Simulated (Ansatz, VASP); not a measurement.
## CaB2: VASP beside Ansatz

Contents of INCAR:

```
SYSTEM = CaB2
ALGO = Normal
EDIFF = 1E-6
ENCUT = 520
GGA = PE
ISIF = 2
ISMEAR = 0
LASPH = .True.
LCHARG = .True.
LELF = .True.
LREAL = .False.
LVHAR = .True.
LWAVE = .False.
NBANDS = 15
NELM = 100
PREC = Accurate
SIGMA = 0.1
```

Contents of KPOINTS:

```
k-points
0
Gamma
  6 6 6
  0 0 0
```

POSCAR

```
CaB2
1.0
    1.3828728339      0.7984020029      5.3542742964
   -1.3828728339      0.7984020029      5.3542742964
    0.0000000000     -1.5968040058      5.3542742964
Ca B
1 2
Direct
    0.0000000000      0.0000000000      0.0000000000
    0.7484000000      0.7484000000      0.7484000000
    0.5849000000      0.5849000000      0.5849000000
```

Input for Ansatz:

```yaml
crystal:
  lattice:
    - [1.3828728339, 0.7984020029, 5.3542742964]
    - [-1.3828728339, 0.7984020029, 5.3542742964]
    - [0.0, -1.5968040058, 5.3542742964]
  atoms:
    - { symbol: Ca, position: [0.0, 0.0, 0.0] }
    - { symbol: B, position: [0.7484, 0.7484, 0.7484] }
    - { symbol: B, position: [0.5849, 0.5849, 0.5849] }
basis:
  ecutwfc: 420
kpoints:
  mp_grid: { grid: [6, 6, 6] }
hamiltonian:
  xc: pbe
scf:
  occupations: { method: gaussian, width: 0.1 }
  lower_state_search: "off"
output:
  forces: true
  stress: true
  eigenvalues: true
```

Alike in both runs: task single point; functional PBE; k mesh 6 × 6 × 6; occupations gaussian, width 0.1 eV; no spin polarisation.

|  | VASP | Ansatz |
| --- | --- | --- |
| version | VASP 6.6.1 | Ansatz 0.2.0 |
| potentials or method | VASP PAW PBE potentials, release 64 (Ca_sv, B), cutoff 520 eV | scalar-relativistic, plane waves, PAW |
| valence electrons in the cell | 16 | 16 |

```csv
,VASP,Ansatz,Ansatz less VASP
gap on the k mesh at the Fermi level (eV),none,none,-
rms of the force components (eV/Å),3.566,3.540,-0.0254
```

Atom by atom the forces differ by 0.025 eV/Å (rms over components). A gap of «none» marks a metal or a gap that the smearing closes.

The k mesh is coarse, so the values compare programs but aren't converged.
